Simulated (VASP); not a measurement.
# BN in VASP: notebook, part 2 of 2

VASP 6.6.1. Earlier steps stand in the parts before.

### 3 Single point, PBE (strained and its atoms moved)

Input file INCAR:

```
SYSTEM = BN
  ALGO = Normal
  EDIFF = 1E-7
  ENCUT = 520
  GGA = PE
  ISIF = 2
  ISMEAR = 0
  LASPH = .TRUE.
  LCHARG = .TRUE.
  LELF = .TRUE.
  LREAL = .FALSE.
  LVHAR = .TRUE.
  LWAVE = .FALSE.
  NBANDS = 16
  NELM = 80
  PREC = Accurate
  SIGMA = 0.02
```

Input file KPOINTS:

```
k-points
0
G
  12 12 4
  0 0 0
```

Input file POSCAR:

```
BN
1.0
    2.5154099065      0.0000000000      0.0000000000
   -1.2577049533      2.1784088799      0.0000000000
    0.0000000000      0.0000000000      6.4917390720
B N
2 2
Direct
    0.3333333333      0.6666666667      0.2551870540
    0.6666666667      0.3333333333      0.7448129460
    0.3333333333      0.6666666667      0.7536960753
    0.6666666667      0.3333333333      0.2463039247
```

Potentials or basis: VASP PAW PBE potentials, release 64 (B, N).

Command:

```sh
$ cat potpaw_PBE.64/B/POTCAR potpaw_PBE.64/N/POTCAR > POTCAR
$ mpirun -np 1 vasp_std > vasp.out
```

OUTCAR:

```text
SYSTEM = BN
   EDIFF = 1E-7
   ENCUT = 520
   GGA = PE
   ISIF = 2
   ISMEAR = 0
   LASPH = .TRUE.
   LREAL = .FALSE.
   NELM = 80
   PREC = Accurate

 ion  position               nearest neighbor table
   1  0.333  0.667  0.255-   4 1.45   4 1.45   4 1.45
   2  0.667  0.333  0.745-   3 1.45   3 1.45   3 1.45
   3  0.333  0.667  0.754-   2 1.45   2 1.45   2 1.45
   4  0.667  0.333  0.246-   1 1.45   1 1.45   1 1.45

  LATTYP: Found a hexagonal cell.
 ALAT       =     2.5154099065
 C/A-ratio  =     2.5807877496

  Lattice vectors:

 A1 = (   2.5154099065,   0.0000000000,   0.0000000000)
 A2 = (  -1.2577049533,   2.1784088799,   0.0000000000)
 A3 = (   0.0000000000,   0.0000000000,   6.4917390720)

Analysis of symmetry for initial positions (statically):
=====================================================================
 Subroutine PRICEL returns:
 Original cell was already a primitive cell.

 Routine SETGRP: Setting up the symmetry group for a
 hexagonal supercell.

 Subroutine GETGRP returns: Found 12 space group operations
 (whereof 12 operations were pure point group operations)
 out of a pool of 24 trial point group operations.
[... 164 lines left out ...]
  free energy    TOTEN  =       -35.09127057 eV

  energy without entropy =      -35.09127057  energy(sigma->0) =      -35.09127057

 E-fermi :   2.5200     XC(G=0): -10.1963

 val. band max:        2.4213220334   @ k =   0.3333   0.2500   0.0000
 cond. band min:       6.5919562962   @ k =   0.5000   0.0000   0.0000
 fundamental gap:      4.1706342628
 Fermi energy:         2.5199982805

 k-point     1 :       0.0000    0.0000    0.0000
  band No.  band energies     occupation
      1     -15.3402      2.00000
      2     -14.9887      2.00000
      3      -3.8540      2.00000
      4      -1.4615      2.00000
      5       1.0739      2.00000
      6       1.0739      2.00000
[... 433 lines left out ...]
      3      -2.8477      2.00000
      4      -1.2716      2.00000
      5      -0.8800      2.00000
      6      -0.8058      2.00000
[... 8 lines left out ...]
     15      16.0153      0.00000
     16      16.0927      0.00000

 [... further k-points ...]
[... 5 lines left out ...]
  --------------------------------------------------------------------------------------
  -------------------------------------------------------------------------------------
  Total       -0.2686281     -0.2686281      0.7032816      0.0000000      0.0000000      0.0000000
  in kB      -12.0990914    -12.0990914     31.6760200      0.0000000      0.0000000      0.0000000
  external PRESSURE =       2.4926124 kB  Pullay stress =       0.0000000 kB

 VOLUME and BASIS-vectors are now :
 -----------------------------------------------------------------------------
  energy-cutoff  :      520.00
  volume of cell :       35.57
      direct lattice vectors                 reciprocal lattice vectors
     2.515409906  0.000000000  0.000000000     0.397549520  0.229525322  0.000000000
    -1.257704953  2.178408880  0.000000000     0.000000000  0.459050644  0.000000000
     0.000000000  0.000000000  6.491739072     0.000000000  0.000000000  0.154041928

 POSITION                                       TOTAL-FORCE (eV/Angst)
 -----------------------------------------------------------------------------------
     -0.00000      1.45227      1.65661        -0.000000      0.000000     -0.818536
      1.25770      0.72614      4.83513         0.000000     -0.000000      0.818536
     -0.00000      1.45227      4.89280         0.000000      0.000000     -0.827130
      1.25770      0.72614      1.59894        -0.000000     -0.000000      0.827130
 -----------------------------------------------------------------------------------
    total drift:                                0.000000     -0.000000     -0.000000

  FREE ENERGIE OF THE ION-ELECTRON SYSTEM (eV)
  ---------------------------------------------------
  free  energy   TOTEN  =       -35.0912705708 eV

  energy  without entropy=      -35.0912705708  energy(sigma->0) =      -35.09127057
```

OSZICAR:

```text
N       E                     dE             d eps       ncg     rms          rms(c)
DAV:   1     0.486215884826E+02    0.48622E+02   -0.79673E+03  2216   0.927E+02
DAV:   2    -0.352840040791E+02   -0.83906E+02   -0.75732E+02  3080   0.217E+02
DAV:   3    -0.385036900881E+02   -0.32197E+01   -0.32065E+01  2824   0.424E+01
DAV:   4    -0.385233651036E+02   -0.19675E-01   -0.19671E-01  2824   0.370E+00
DAV:   5    -0.385235374272E+02   -0.17232E-03   -0.17232E-03  2824   0.332E-01    0.111E+01
DAV:   6    -0.354181226329E+02    0.31054E+01   -0.50631E+00  2888   0.174E+01    0.497E+00
DAV:   7    -0.351653225114E+02    0.25280E+00   -0.54209E-01  3016   0.542E+00    0.313E+00
DAV:   8    -0.350951938644E+02    0.70129E-01   -0.22430E-01  2936   0.318E+00    0.466E-01
DAV:   9    -0.350903359009E+02    0.48580E-02   -0.14722E-02  2568   0.100E+00    0.194E-01
DAV:  10    -0.350911706408E+02   -0.83474E-03   -0.13114E-03  2688   0.276E-01    0.342E-02
DAV:  11    -0.350912521280E+02   -0.81487E-04   -0.74843E-05  2736   0.697E-02    0.223E-02
DAV:  12    -0.350912702653E+02   -0.18137E-04   -0.29174E-05  2544   0.368E-02    0.235E-03
DAV:  13    -0.350912704649E+02   -0.19964E-06   -0.54336E-07  2984   0.628E-03    0.862E-04
DAV:  14    -0.350912705657E+02   -0.10074E-06   -0.13122E-07  2336   0.251E-03    0.253E-04
DAV:  15    -0.350912705708E+02   -0.51596E-08   -0.40283E-09  1712   0.548E-04
   1 F= -.35091271E+02 E0= -.35091271E+02  d E =-.630084E-14
```

It took 17 s on 1 thread of Intel Xeon 6975P-C (Granite Rapids), shared host; peak memory 0.15 GiB.

What came out:

```yaml
Free_energy: -35.0913 eV
Pressure: 0.2 GPa
Largest_force: 0.827 eV/Å
Band_gap_on_the_k_mesh: 4.17 eV, indirect (least direct gap 4.55 eV)
```

Forces on the atoms (eV/Å):
```
B    0.000  0.000 -0.819
B    0.000  0.000  0.819
N    0.000  0.000 -0.827
N    0.000  0.000  0.827
```

Stress tensor (GPa, compression positive):
```
-1.21  0.00  0.00
 0.00 -1.21  0.00
 0.00  0.00  3.17
```

Levels at points of the mesh, in eV from the valence-band top:
| k point | band 6 | band 7 | band 8 | band 9 | band 10 | band 11 |
| --- | --- | --- | --- | --- | --- | --- |
| (0.00, 0.00, 0.00) | -1.35 | -1.30 | -1.30 | 5.29 | 10.58 | 11.40 |
| (0.50, 0.00, 0.00) | -4.04 | -1.53 | -0.38 | 4.17 | 5.65 | 9.42 |
| (0.00, 0.00, 0.50) | -1.32 | -1.32 | -1.32 | 7.35 | 8.29 | 11.47 |
| (0.50, 0.00, 0.50) | -4.08 | -0.95 | -0.90 | 4.62 | 4.67 | 9.76 |

Caveat: the cell differs from its parent crystal (strained and its atoms moved); this functional lacks dispersion, which binds the layers, so the pressure and a relaxed spacing across them are unreliable.
